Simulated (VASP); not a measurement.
# Sb in VASP: further runs

The runs below take Sb through single point, with PBE.

Everything below comes from runs of VASP 6.6.1. Logs are shortened: lines on timing, memory, paths and dates and some standing lists are left out, and cuts for length are marked.

## (1) The cell of the first run

The cell holds a slab with vacuum, 4 atoms: a = 3.388 Å, b = 3.388 Å, c = 23.187 Å, α = 90.00°, β = 90.00°, γ = 90.00°.

## (2) Single point, PBE

Input file INCAR:

```
ALGO = Normal ; EDIFF = 1E-7
ENCUT = 520 ; GGA = PE
ISIF = 2 ; ISMEAR = -1
LASPH = True ; LCHARG = False
LREAL = False ; LWAVE = False
NBANDS = 18 ; NELM = 80
PREC = Accurate ; SIGMA = 0.05
```

Input file KPOINTS:

```
k-points
0
Gamma
  10 10 1
```

Input file POSCAR:

```
Sb
1.0
    3.3880510193      0.0000000000      0.0000000000
    0.0000000000      3.3880510193      0.0000000000
    0.0000000000      0.0000000000     23.1871000000
Sb
4
Direct
    0.2500000000      0.2500000000      0.3572124711
    0.7500000000      0.7500000000      0.4419202006
    0.2500000000      0.2500000000      0.5580797843
    0.7500000000      0.7500000000      0.6427875433
```

Potentials or basis: VASP PAW PBE potentials, release 64 (Sb).

Started as:

```
cat potpaw_PBE.64/Sb/POTCAR > POTCAR
mpirun -np 1 vasp_std > vasp.out
```

OUTCAR:

```text
EDIFF = 1E-7
   ENCUT = 520
   GGA = PE
   ISIF = 2
   ISMEAR = -1
   LASPH = True
   LREAL = False
   NELM = 80
   PREC = Accurate

 ion  position               nearest neighbor table
   1  0.250  0.250  0.357-   2 3.10   2 3.10   2 3.10   2 3.10
   2  0.750  0.750  0.442-   1 3.10   1 3.10   1 3.10   1 3.10   3 3.60   3 3.60   3 3.60   3 3.60

   3  0.250  0.250  0.558-   4 3.10   4 3.10   4 3.10   4 3.10   2 3.60   2 3.60   2 3.60   2 3.60

   4  0.750  0.750  0.643-   3 3.10   3 3.10   3 3.10   3 3.10

  LATTYP: Found a simple tetragonal cell.
 ALAT       =     3.3880510193
 C/A-ratio  =     6.8437871413

  Lattice vectors:

 A1 = (   3.3880510193,   0.0000000000,   0.0000000000)
 A2 = (   0.0000000000,   3.3880510193,   0.0000000000)
 A3 = (   0.0000000000,   0.0000000000,  23.1871000000)

Analysis of symmetry for initial positions (statically):
=====================================================================
 Subroutine PRICEL returns:
 Original cell was already a primitive cell.

 Routine SETGRP: Setting up the symmetry group for a
 simple tetragonal supercell.

 Subroutine GETGRP returns: Found 16 space group operations
 (whereof  4 operations were pure point group operations)
 out of a pool of 16 trial point group operations.

The static configuration has the point symmetry C_2h.
 The point group associated with its full space group is D_4h.

Analysis of symmetry for dynamics (positions and initial velocities):
=====================================================================
 Subroutine PRICEL returns:
 Original cell was already a primitive cell.

 Routine SETGRP: Setting up the symmetry group for a
 simple tetragonal supercell.

 Subroutine GETGRP returns: Found 16 space group operations
 (whereof  4 operations were pure point group operations)
 out of a pool of 16 trial point group operations.

The dynamic configuration has the point symmetry C_2h.
 The point group associated with its full space group is D_4h.

 Subroutine INISYM returns: Found 16 space group operations
 (whereof  4 operations are pure point group operations),
 and found     1 'primitive' translations

[... 85 lines left out ...]
   PREC   = accura    normal or accurate (medium, high low for compatibility)
   ISTART =      0    job   : 0-new  1-cont  2-samecut
   ICHARG =      2    charge: 1-file 2-atom 10-const
   ISPIN  =      1    spin polarized calculation?
   LNONCOLLINEAR =      F non collinear calculations
   LSORBIT =      F    spin-orbit coupling
   LASPH  =      T    aspherical Exc in radial PAW
   ENCUT  =  520.0 eV  38.22 Ry    6.18 a.u.   6.30  6.30 43.11*2*pi/ulx,y,z
   NELM   =     80;   NELMIN=  2; NELMDL= -5     # of ELM steps
   EDIFF  = 0.1E-06   stopping-criterion for ELM
   LREAL  =      F    real-space projection
   EDIFFG = 0.1E-05   stopping-criterion for IOM
   NSW    =      0    number of steps for IOM
   IBRION =     -1    ionic relax: 0-MD 1-quasi-New 2-CG
   NFREE  =      0    steps in history (QN), initial steepest desc. (CG)
   ISIF   =      2    stress and relaxation
   ISYM   =      2    0-nonsym 1-usesym 2-fastsym
   POTIM  = 0.5000    time-step for ionic-motion
   TEBEG  =    0.0;   TEEND  =   0.0 temperature during run
   PSTRESS=    0.0 pullay stress
   NELECT =      20.0000    total number of electrons
   NUPDOWN=      -1.0000    fix difference up-down
   EMIN   =  10.00;   EMAX   =-10.00  energy-range for DOS
   EFERMI =   0.00;   METHOD = LEGACY
   ISMEAR =    -1;   SIGMA  =   0.05  broadening in eV -4-tet -1-fermi 0-gaus
   EFERMI_NEDOS =   21; number of points for ismear=-14 and -15
   IALGO  =     38    algorithm
   IMIX   =      4    mixing-type and parameters
     AMIX     =   0.40;   BMIX     =  1.00
     AMIX_MAG =   1.60;   BMIX_MAG =  1.00
  volume/ion in A,a.u.               =      66.54       449.04
  Fermi-wavevector in a.u.,A,eV,Ry     =   0.690827  1.305474  6.493273  0.477242
  Thomas-Fermi vector in A             =   1.772306
   LORBIT       =      0    0 simple, 1 ext, 2 COOP (PROOUT), +10 PAW based schemes
   GGA     = PE    functional components
[... 5 lines left out ...]
 non-spin polarized calculation
  energy-cutoff  :      520.00
  volume of cell :      266.16
 maximum number of plane-waves:      7208
 NGX is ok and might be reduce to    28
   NGX = 13   NGY = 13   NGZ = 87

 number of electron      19.9999998 magnetization

 Free energy of the ion-electron system (eV)
  ---------------------------------------------------
  ext. energy  EPLUGINS =         0.00000000
  ---------------------------------------------------
  free energy    TOTEN  =       -14.92206141 eV

  energy without entropy =      -14.90397831  energy(sigma->0) =      -14.91301986

 E-fermi :   0.9589     XC(G=0):  -4.7359

 val. band max:        0.8957415199   @ k =   0.4000   0.2000   0.0000
 cond. band min:       1.0392072105   @ k =   0.5000   0.4000   0.0000
 fundamental gap:      0.1434656906
 Fermi energy:         0.9588946074

 k-point     1 :       0.0000    0.0000    0.0000
  band No.  band energies     occupation
      1     -11.9718      2.00000
      2     -11.4874      2.00000
      3      -8.4207      2.00000
      4      -6.9356      2.00000
      5      -2.5648      2.00000
      6      -0.3455      2.00000
[... 418 lines left out ...]
      5      -3.9877      2.00000
      6      -3.9877      2.00000
[... 10 lines left out ...]
     17       5.9629      0.00000
     18       5.9629      0.00000

------------------------ aborting loop because EDIFF is reached ----------------------------------------

  FORCE on cell =-STRESS in cart. coord.  units (eV):
  Direction    XX          YY          ZZ          XY          YZ          ZX
  --------------------------------------------------------------------------------------
  -------------------------------------------------------------------------------------
  Total        2.7565297      2.7565297     -0.0072745      0.0000000      0.0000000      0.0000000
  in kB       16.5930773     16.5930773     -0.0437893      0.0000000      0.0000000      0.0000000
  external PRESSURE =      11.0474551 kB  Pullay stress =       0.0000000 kB

 VOLUME and BASIS-vectors are now :
 -----------------------------------------------------------------------------
  energy-cutoff  :      520.00
  volume of cell :      266.16
      direct lattice vectors                 reciprocal lattice vectors
     3.388051019  0.000000000  0.000000000     0.295154941  0.000000000  0.000000000
     0.000000000  3.388051019  0.000000000     0.000000000  0.295154941  0.000000000
     0.000000000  0.000000000 23.187100000     0.000000000  0.000000000  0.043127429

 POSITION                                       TOTAL-FORCE (eV/Angst)
 -----------------------------------------------------------------------------------
      0.84701      0.84701      8.28272         0.000000      0.000000     -0.003266
      2.54104      2.54104     10.24685         0.000000     -0.000000      0.008754
      0.84701      0.84701     12.94025        -0.000000      0.000000     -0.008754
      2.54104      2.54104     14.90438        -0.000000     -0.000000      0.003266
 -----------------------------------------------------------------------------------
    total drift:                               -0.000000     -0.000000      0.000147

  FREE ENERGIE OF THE ION-ELECTRON SYSTEM (eV)
  ---------------------------------------------------
  free  energy   TOTEN  =       -14.9220614050 eV

  energy  without entropy=      -14.9039783145  energy(sigma->0) =      -14.91301986
```

OSZICAR:

```text
N       E                     dE             d eps       ncg     rms          rms(c)
DAV:   1     0.112804386128E+03    0.11280E+03   -0.60571E+03   756   0.795E+02
DAV:   2    -0.569083024908E+01   -0.11850E+03   -0.11022E+03  1104   0.137E+02
DAV:   3    -0.147426025387E+02   -0.90518E+01   -0.89610E+01   962   0.436E+01
DAV:   4    -0.149767546090E+02   -0.23415E+00   -0.23395E+00   982   0.816E+00
[... 13 lines left out ...]
DAV:  18    -0.149220550057E+02   -0.69404E-05   -0.20012E-07   718   0.127E-03    0.332E-04
DAV:  19    -0.149220601552E+02   -0.51496E-05   -0.30404E-07   738   0.110E-03    0.109E-04
DAV:  20    -0.149220612798E+02   -0.11246E-05   -0.70350E-08   660   0.499E-04    0.369E-05
DAV:  21    -0.149220613930E+02   -0.11320E-06   -0.29929E-09   624   0.159E-04    0.352E-05
DAV:  22    -0.149220614050E+02   -0.12021E-07   -0.54934E-10   528   0.768E-05
   1 F= -.14922061E+02 E0= -.14913020E+02  d E =-.180831E-01
```

stdout:

```text
POSCAR found type information on POSCAR Sb
 POSCAR found :  1 types and       4 ions
 scaLAPACK will be used
 LDA part: xc-table for (Slater+PW92), standard interpolation
 POSCAR, INCAR and KPOINTS ok, starting setup
 FFT: planning ... GRIDC
 FFT: planning ... GRID_SOFT
 FFT: planning ... GRID
 WAVECAR not read
 entering main loop
```

It took 5.3 min on 1 thread of AMD EPYC 7R13, shared host; peak memory 0.36 GiB.

What came out:

```
Free energy            : -14.9221 eV
Largest force          : 0.009 eV/Å
Band gap on the k mesh : zero (band 10 reaches 2.11 eV, above the bottom of band 11 at -0.04 eV)
```

Forces on the atoms (eV/Å):
```
Sb   0.000  0.000 -0.003
Sb   0.000  0.000  0.009
Sb   0.000  0.000 -0.009
Sb   0.000  0.000  0.003
```

Caveat: spin-orbit coupling is left out, which moves the levels of the heavy elements.

## (3) Single point, PBE

This run uses another cell than the first one, of 82.14 Å³/atom, 1.234 times its volume.

Input file INCAR:

```
PREC     = Accurate       # precision mode
ENCUT    = 520            # plane-wave cutoff, eV
EDIFF    = 1E-7           # SCF threshold, eV
ISMEAR   = -1             # smearing method
SIGMA    = 0.05           # smearing width, eV
LREAL    = F              # projectors in reciprocal space
LASPH    = T              # aspherical terms in the spheres
NELM     = 100            # most SCF steps
ALGO     = Normal         # electronic algorithm
ISIF     = 2              # what is computed and relaxed
LWAVE    = F              # write WAVECAR
LCHARG   = F              # write CHGCAR
LDIPOL   = T            
IDIPOL   = 3            
DIPOL    = 0.5 0.5 0.500
GGA      = PE             # functional
NBANDS   = 18             # bands
```

Input file KPOINTS:

```
regular mesh
0
Gamma
  10 10 1
```

Input file POSCAR:

```
Sb
1.0
    3.3880510193      0.0000000000      0.0000000000
    0.0000000000      3.3880510193      0.0000000000
    0.0000000000      0.0000000000     28.6217000000
Sb
4
Direct
    0.2500000000      0.2500000000      0.3843245202
    0.7500000000      0.7500000000      0.4529482077
    0.2500000000      0.2500000000      0.5470517684
    0.7500000000      0.7500000000      0.6156754798
```

Potentials or basis: VASP PAW PBE potentials, release 64 (Sb).

Started as:

```
cat potpaw_PBE.64/Sb/POTCAR > POTCAR
mpirun -np 1 vasp_std > vasp.out
```

Wall time 6.3 min (1 thread of AMD EPYC 7R13, shared host); peak memory 0.43 GiB.

Results (log left out):

```
Free energy            : -14.9218 eV
Largest force          : 0.009 eV/Å
Band gap on the k mesh : zero (band 10 reaches 1.14 eV, above the bottom of band 11 at -1.01 eV)
```

Forces on the atoms (eV/Å):
```
Sb   0.000  0.000 -0.004
Sb   0.000  0.000  0.009
Sb   0.000  0.000 -0.009
Sb   0.000  0.000  0.004
```

Levels at points of the mesh, in eV from the Fermi level:
| k point | band 6 | band 7 | band 8 | band 9 | band 10 | band 11 | band 12 | band 13 | band 14 | band 15 |
| --- | --- | --- | --- | --- | --- | --- | --- | --- | --- | --- |
| (0.00, 0.00, 0.00) | -1.30 | 0.21 | 0.21 | 0.73 | 0.73 | 1.48 | 3.10 | 3.65 | 3.76 | 3.82 |
| (0.50, 0.00, 0.00) | -4.89 | -3.38 | -3.38 | 0.35 | 0.35 | 2.56 | 2.56 | 3.13 | 3.13 | 3.39 |
| (0.50, 0.50, 0.00) | -4.95 | -4.40 | -4.40 | -1.27 | -1.27 | -0.99 | -0.99 | 0.13 | 0.13 | 0.15 |

Caveat: spin-orbit coupling is left out, which moves the levels of the heavy elements.

(Part 1 of 2 ends here.)
